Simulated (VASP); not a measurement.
# BN (P1) in VASP: single point with r2SCAN

Aim: the single point of BN with r2SCAN.

Program: VASP 6.6.1. These are calculated values, not measurements. Logs are shortened: lines on timing, memory, paths and dates and some standing lists are left out, and cuts for length are marked.

## (1) The cell of the first run

The typed cell holds 4 atoms: a = 2.533 Å, b = 2.544 Å, c = 4.165 Å, α = 90.75°, β = 88.47°, γ = 121.37°.

## (2) Single point, r2SCAN (atoms moved at random and the cell strained at random)

Contents of POSCAR:

```
BN
1.0
    2.5327147326     -0.0335548967      0.0338103500
   -1.2954167593      2.1892852592     -0.0163867457
    0.0559226419      0.0009901407      4.1649851725
B N
2 2
Direct
    0.6627896157      0.3166799967      0.9985423252
    0.3300342462      0.6797811047      0.4974386018
    0.6757660343      0.3435588983      0.6151579207
    0.3314101038      0.6599800004      0.1388611523
```

Contents of INCAR.step1:

```
ALGO = Normal
EDIFF = 1E-4
ENCUT = 520
GGA = PE
ISMEAR = 0
LASPH = T
LCHARG = F
LREAL = F
LWAVE = T
NBANDS = 16
NELM = 100
PREC = Accurate
SIGMA = 0.05
```

Contents of INCAR.step2:

```
ALGO = Normal
EDIFF = 1E-7
ENCUT = 520
ISIF = 2
ISMEAR = 0
ISTART = 1
LASPH = T
LCHARG = F
LMIXTAU = T
LREAL = F
LWAVE = F
METAGGA = R2SCAN
NBANDS = 16
NELM = 100
PREC = Accurate
SIGMA = 0.05
```

Contents of KPOINTS:

```
k-points
0
Gamma
  12 12 6
```

Potentials or basis: VASP PAW PBE potentials, release 64 (B, N).

Command:

```sh
$ cat potpaw_PBE.64/B/POTCAR potpaw_PBE.64/N/POTCAR > POTCAR
$ cp INCAR.step1 INCAR
$ mpirun -np 1 vasp_std > vasp.out
$ cp INCAR.step2 INCAR
$ mpirun -np 1 vasp_std > vasp.out
```

OUTCAR:

```text
EDIFF = 1E-7
   ENCUT = 520
   ISIF = 2
   ISMEAR = 0
   ISTART = 1
   LASPH = T
   LREAL = F
   METAGGA = R2SCAN
   NELM = 100
   PREC = Accurate

 ion  position               nearest neighbor table
   1  0.663  0.317  0.999-   4 1.54   4 1.57   4 1.59   3 1.60
   2  0.330  0.680  0.497-   3 1.49   4 1.49   3 1.52   3 1.60
   3  0.676  0.344  0.615-   2 1.49   2 1.52   2 1.60   1 1.60
   4  0.331  0.660  0.139-   2 1.49   1 1.54   1 1.57   1 1.59

  LATTYP: Found a triclinic cell.
 ALAT       =     2.5331626453
 B/A-ratio  =     1.0042321852
 C/A-ratio  =     1.6443321212
 COS(alpha) =     0.0130731849
 COS(beta)  =     0.0267660062
 COS(gamma) =     0.5206237838

  Lattice vectors:

 A1 = (  -2.5327147326,   0.0335548967,  -0.0338103500)
 A2 = (  -1.2954167593,   2.1892852592,  -0.0163867457)
 A3 = (  -0.0559226419,  -0.0009901407,  -4.1649851725)

Analysis of symmetry for initial positions (statically):
=====================================================================
 Subroutine PRICEL returns:
 Original cell was already a primitive cell.

 Routine SETGRP: Setting up the symmetry group for a
 triclinic supercell.

 Subroutine GETGRP returns: Found  1 space group operations
 (whereof  1 operations were pure point group operations)
 out of a pool of  2 trial point group operations.

The static configuration has the point symmetry C_1 .

Analysis of symmetry for dynamics (positions and initial velocities):
=====================================================================
 Subroutine PRICEL returns:
 Original cell was already a primitive cell.

 Routine SETGRP: Setting up the symmetry group for a
 triclinic supercell.

 Subroutine GETGRP returns: Found  1 space group operations
 (whereof  1 operations were pure point group operations)
 out of a pool of  2 trial point group operations.

The dynamic configuration has the point symmetry C_1 .

 Subroutine INISYM returns: Found  1 space group operations
 (whereof  1 operations are pure point group operations),
 and found     1 'primitive' translations

----------------------------------------------------------------------------------------

                                     Primitive cell

  volume of cell :      22.9090

  direct lattice vectors                    reciprocal lattice vectors
     2.532714733 -0.033554897  0.033810350     0.398025043  0.235474028 -0.005400203
    -1.295416759  2.189285259 -0.016386746     0.006101930  0.460379204 -0.000191376
     0.055922642  0.000990141  4.164985172    -0.003207064 -0.000100203  0.240139978

  length of vectors
     2.533162645  2.543883459  4.165360706     0.462494448  0.460419680  0.240161413

  position of ions in fractional coordinates (direct lattice)
     0.662789616  0.316679997  0.998542325
     0.330034246  0.679781105  0.497438602
     0.675766034  0.343558898  0.615157921
     0.331410104  0.659980000  0.138861152

  ion indices of the primitive-cell ions
   primitive index   ion index
                 1           1
                 2           2
                 3           3
                 4           4

----------------------------------------------------------------------------------------

 KPOINTS: k-points

Automatic generation of k-mesh.
 Grid dimensions read from file:
 generate k-points for:   12   12    6

 Generating k-lattice:

  Cartesian coordinates                     Fractional coordinates (reciprocal lattice)
     0.033168754  0.019622836 -0.000450017     0.083333333  0.000000000  0.000000000
     0.000508494  0.038364934 -0.000015948     0.000000000  0.083333333  0.000000000
    -0.000534511 -0.000016700  0.040023330     0.000000000 -0.000000000  0.166666667

  Length of vectors
     0.038541204  0.038368307  0.040026902

  Shift w.r.t. Gamma in fractional coordinates (k-lattice)
     0.000000000  0.000000000  0.000000000

 Subroutine IBZKPT returns following result:
 ===========================================

 Found    436 irreducible k-points:

 Following reciprocal coordinates:
            Coordinates               Weight
  0.000000  0.000000  0.000000      1.000000
  0.083333 -0.000000 -0.000000      2.000000
  0.166667 -0.000000  0.000000      2.000000
  0.250000 -0.000000  0.000000      2.000000
  0.333333 -0.000000 -0.000000      2.000000
  0.416667 -0.000000  0.000000      2.000000
[... 16 lines left out ...]
  0.250000  0.166667 -0.000000      2.000000
  0.333333  0.166667 -0.000000      2.000000
 [... further k-points ...]
   k-points           NKPTS =    436   k-points in BZ     NKDIM =    436   number of bands    NBANDS=     16
   number of dos      NEDOS =    301   number of ions     NIONS =      4
   total plane-waves  NPLWV =  12800
   dimension x,y,z NGX =    20 NGY =   20 NGZ =   32
   dimension x,y,z NGXF=    40 NGYF=   40 NGZF=   64
   ions per type =               2   2
   NGX,Y,Z   is equivalent  to a cutoff of  13.13, 13.07, 12.77 a.u.
   NGXF,Y,Z  is equivalent  to a cutoff of  26.25, 26.14, 25.54 a.u.
 SYSTEM =  unknown system
   PREC   = accura    normal or accurate (medium, high low for compatibility)
   ISTART =      1    job   : 0-new  1-cont  2-samecut
   ICHARG =      0    charge: 1-file 2-atom 10-const
   ISPIN  =      1    spin polarized calculation?
   LNONCOLLINEAR =      F non collinear calculations
   LSORBIT =      F    spin-orbit coupling
   LASPH  =      T    aspherical Exc in radial PAW
   ENCUT  =  520.0 eV  38.22 Ry    6.18 a.u.   4.71  4.73  7.74*2*pi/ulx,y,z
   NELM   =    100;   NELMIN=  2; NELMDL=  0     # of ELM steps
   EDIFF  = 0.1E-06   stopping-criterion for ELM
   LREAL  =      F    real-space projection
   EDIFFG = 0.1E-05   stopping-criterion for IOM
   NSW    =      0    number of steps for IOM
   IBRION =     -1    ionic relax: 0-MD 1-quasi-New 2-CG
   NFREE  =      0    steps in history (QN), initial steepest desc. (CG)
   ISIF   =      2    stress and relaxation
   ISYM   =      2    0-nonsym 1-usesym 2-fastsym
   POTIM  = 0.5000    time-step for ionic-motion
   TEBEG  =    0.0;   TEEND  =   0.0 temperature during run
   PSTRESS=    0.0 pullay stress
   NELECT =      16.0000    total number of electrons
   NUPDOWN=      -1.0000    fix difference up-down
   EMIN   =  10.00;   EMAX   =-10.00  energy-range for DOS
   EFERMI =   0.00;   METHOD = LEGACY
   ISMEAR =     0;   SIGMA  =   0.05  broadening in eV -4-tet -1-fermi 0-gaus
   EFERMI_NEDOS =   21; number of points for ismear=-14 and -15
   IALGO  =     38    algorithm
   IMIX   =      4    mixing-type and parameters
     AMIX     =   0.40;   BMIX     =  1.00
     AMIX_MAG =   1.60;   BMIX_MAG =  1.00
  volume/ion in A,a.u.               =       5.73        38.65
  Fermi-wavevector in a.u.,A,eV,Ry     =   1.452489  2.744806 28.704530  2.109723
  Thomas-Fermi vector in A             =   2.569865
   LORBIT       =      0    0 simple, 1 ext, 2 COOP (PROOUT), +10 PAW based schemes
   METAGGA = R2SCAN    functional components
   LHFCALC =     F    Hartree Fock is set to
   AEXX    =    0.0000 exact exchange contribution
   IVDW    =     0    specifies the selected vdW correction
   LEPSILON=     F    determine dielectric tensor
   LRPA    =     F    only Hartree local field effects (RPA)
 non-spin polarized calculation
 Gauss-broadening in eV      SIGMA  =   0.05
  energy-cutoff  :      520.00
  volume of cell :       22.91
 maximum number of plane-waves:       630
   NGX =  9   NGY =  9   NGZ = 15

 number of electron      16.0000000 magnetization

 Free energy of the ion-electron system (eV)
  ---------------------------------------------------
  ext. energy  EPLUGINS =         0.00000000
  ---------------------------------------------------
  free energy    TOTEN  =       -37.99866456 eV

  energy without entropy =      -37.99866456  energy(sigma->0) =      -37.99866456

 E-fermi :   8.3239     XC(G=0): -13.7990

 val. band max:        8.0280486299   @ k =   0.0000   0.0000   0.0000
 cond. band min:      13.2649911875   @ k =   0.3333   0.3333   0.0000
 fundamental gap:      5.2369425576
 Fermi energy:         8.3238993140

 k-point     1 :       0.0000    0.0000    0.0000
  band No.  band energies     occupation
      1     -14.0730      2.00000
      2      -9.6488      2.00000
      3      -3.8701      2.00000
      4       5.3515      2.00000
      5       5.6200      2.00000
      6       7.3659      2.00000
[... 8 lines left out ...]
     15      21.5028      0.00000
     16      25.9566      0.00000

 k-point     2 :       0.0833   -0.0000   -0.0000
  band No.  band energies     occupation
      1     -13.9093      2.00000
      2      -9.5232      2.00000
      3      -3.7085      2.00000
      4       4.6739      2.00000
      5       5.2638      2.00000
      6       7.1525      2.00000
[... 8 lines left out ...]
     15      21.6328      0.00000
     16      25.6901      0.00000

 k-point     3 :       0.1667   -0.0000    0.0000
  band No.  band energies     occupation
      1     -13.4231      2.00000
      2      -9.1646      2.00000
      3      -3.2297      2.00000
      4       2.9804      2.00000
      5       4.4832      2.00000
      6       5.7503      2.00000
[... 8 lines left out ...]
     15      22.4609      0.00000
     16      25.0444      0.00000

 k-point     4 :       0.2500   -0.0000    0.0000
  band No.  band energies     occupation
      1     -12.6327      2.00000
      2      -8.6422      2.00000
      3      -2.4564      2.00000
      4       0.9334      2.00000
      5       3.6182      2.00000
      6       3.8734      2.00000
[... 8 lines left out ...]
     15      24.0250      0.00000
     16      25.3154      0.00000
[... 324 lines left out ...]
 k-point    22 :       0.1667    0.1667   -0.0000
  band No.  band energies     occupation
      1     -12.1581      2.00000
      2      -8.3488      2.00000
      3      -1.9945      2.00000
      4       0.5138      2.00000
      5       1.8127      2.00000
      6       3.8720      2.00000
[... 8 lines left out ...]
     15      24.8108      0.00000
     16      25.2376      0.00000

 k-point    23 :       0.2500    0.1667   -0.0000
  band No.  band energies     occupation
      1     -11.1265      2.00000
      2      -7.9357      2.00000
      3      -1.0022      2.00000
      4      -0.7233      2.00000
      5       0.5153      2.00000
      6       2.6269      2.00000
[... 8 lines left out ...]
     15      25.1394      0.00000
     16      25.6474      0.00000

 k-point    24 :       0.3333    0.1667   -0.0000
  band No.  band energies     occupation
      1      -9.9679      2.00000
      2      -7.9368      2.00000
      3      -1.6691      2.00000
      4      -0.2865      2.00000
      5       0.2787      2.00000
      6       1.4666      2.00000
[... 8 lines left out ...]
     15      25.2744      0.00000
     16      26.0959      0.00000

 [... further k-points ...]

------------------------ aborting loop because EDIFF is reached ----------------------------------------

  FORCE on cell =-STRESS in cart. coord.  units (eV):
  Direction    XX          YY          ZZ          XY          YZ          ZX
  --------------------------------------------------------------------------------------
  -------------------------------------------------------------------------------------
  Total        1.5965039      2.6014572      2.5244134      1.9429393     -0.0728543     -1.5951252
  in kB      111.6540226    181.9370188    176.5488408    135.8825283     -5.0951820   -111.5576027
  external PRESSURE =     156.7132941 kB  Pullay stress =       0.0000000 kB

 VOLUME and BASIS-vectors are now :
 -----------------------------------------------------------------------------
  energy-cutoff  :      520.00
  volume of cell :       22.91
      direct lattice vectors                 reciprocal lattice vectors
     2.532714733 -0.033554897  0.033810350     0.398025043  0.235474028 -0.005400203
    -1.295416759  2.189285259 -0.016386746     0.006101930  0.460379204 -0.000191376
     0.055922642  0.000990141  4.164985172    -0.003207064 -0.000100203  0.240139978

 POSITION                                       TOTAL-FORCE (eV/Angst)
 -----------------------------------------------------------------------------------
      1.32427      0.67205      4.17613        -0.114717      0.749999      0.589137
     -0.01690      1.47765      2.07184         1.101303     -0.241285      0.280010
      1.30087      0.73008      2.57934        -1.056848     -0.288535      2.518607
     -0.00782      1.43390      0.57874         0.070262     -0.220179     -3.387753
 -----------------------------------------------------------------------------------
    total drift:                                0.000028      0.000032      0.000634

  FREE ENERGIE OF THE ION-ELECTRON SYSTEM (eV)
  ---------------------------------------------------
  free  energy   TOTEN  =       -37.9986645602 eV

  energy  without entropy=      -37.9986645602  energy(sigma->0) =      -37.99866456
```

Wall time 4.9 min (1 thread of AMD EPYC 9R45 (Zen 5), shared host); peak memory 0.21 GiB.

Results:

- Free energy: -37.9987 eV
- Pressure: 15.7 GPa
- Largest force: 3.396 eV/Å
- Band gap on the k mesh: 5.24 eV (least direct gap 8.14 eV)

Forces on the atoms (eV/Å):
```
B   -0.115  0.750  0.589
B    1.101 -0.241  0.280
N   -1.057 -0.289  2.519
N    0.070 -0.220 -3.388
```

Stress tensor (GPa, compression positive):
```
 11.17  13.59 -11.16
 13.59  18.19  -0.51
-11.16  -0.51  17.65
```

Caveat: the cell differs from its parent crystal (atoms moved at random and the cell strained at random); the stress differs along the axes, from 11 to 18 GPa; the PAW data sets were made with another functional, which shifts forces and pressure a little. A k mesh can miss the band edges.
